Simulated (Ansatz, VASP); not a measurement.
## Two plane-wave programs on NaF

File INCAR:

```
  PREC = Accurate
  ENCUT = 520
  EDIFF = 1E-6
  ISMEAR = -1
  SIGMA = 0.02
  LREAL = False
  LASPH = True
  NELM = 80
  ALGO = Normal
  ISIF = 2
  LWAVE = False
  LCHARG = False
  GGA = PE
  NBANDS = 22
```

File KPOINTS:

```
Automatic mesh
0
Gamma
  12 12 6
```

POSCAR

```
NaF
1.0
    3.8680646418      0.0000000000      0.0000000000
   -1.9340323209      3.3498422433      0.0000000000
    0.0000000000      0.0000000000      4.5513806497
Na F
2 2
Direct
    0.3333333333      0.6666666667     -0.0625000000
    0.6666666667      0.3333333333      0.4375000000
    0.3333333333      0.6666666667      0.4375000000
    0.6666666667      0.3333333333      0.9375000000
```

Input for Ansatz:

```yaml
crystal:
  lattice:
    - [3.8680646418, 0.0, 0.0]
    - [-1.9340323209, 3.3498422433, 0.0]
    - [0.0, 0.0, 4.5513806497]
  atoms:
    - { symbol: Na, position: [0.3333333333, 0.6666666667, -0.0625] }
    - { symbol: Na, position: [0.6666666667, 0.3333333333, 0.4375] }
    - { symbol: F, position: [0.3333333333, 0.6666666667, 0.4375] }
    - { symbol: F, position: [0.6666666667, 0.3333333333, 0.9375] }
kpoints:
  mp_grid: { grid: [12, 12, 6] }
  band_path:
    path:
      - [[0.0, 0.0, 0.0], [0.5, -2.055708973919e-17, 0.0], [0.3333333333333, 0.3333333333333, 0.0], [0.0, 0.0, 0.0], [0.0, 0.0, 0.5], [0.5, -2.055708973919e-17, 0.5], [0.3333333333333, 0.3333333333333, 0.5], [0.0, 0.0, 0.5]]
      - [[0.5, -2.055708973919e-17, 0.5], [0.5, -2.055708973919e-17, 0.0]]
      - [[0.3333333333333, 0.3333333333333, 0.5], [0.3333333333333, 0.3333333333333, 0.0]]
    npoints: 10
hamiltonian:
  xc: pbe
scf:
  occupations: { method: fermi_dirac, width: 0.02 }
  n_extra_bands: 5
output:
  forces: true
  stress: true
  eigenvalues: true
  write_density: true
  write_potential: true
  elf: true
  volumetric_format: npy
```

Alike in both runs: task single point; functional PBE; k mesh 12 × 12 × 6; occupations fermi-dirac, width 0.02 eV; no spin polarisation.

|  | VASP | Ansatz |
| --- | --- | --- |
| version | VASP 6.6.1 | Ansatz 0.2.0 |
| potentials or method | VASP PAW PBE potentials, release 64 (Na_pv, F) | plane waves, PAW |
| plane-wave cutoff (eV) | 520 | 420 |
| valence electrons in the cell | 28 | 32 |

VASP gave:

```
gap on the k mesh at the Fermi level (eV)                     : 5.68
pressure (GPa)                                                : 2.5
traceless stress, the component that is largest in VASP (GPa) : 0.43
```

**Question.** Estimate Ansatz's values.

**Answer.** gap on the k mesh at the Fermi level (eV): 5.69; pressure (GPa): 2.5; traceless stress, the component that is largest in VASP (GPa): 0.43.

The functional is the same, so the differences come from potentials, cutoffs and numerics. VASP's potentials hold 28 valence electrons a cell and Ansatz's 32, so a difference there can come from the potentials and not from the codes.
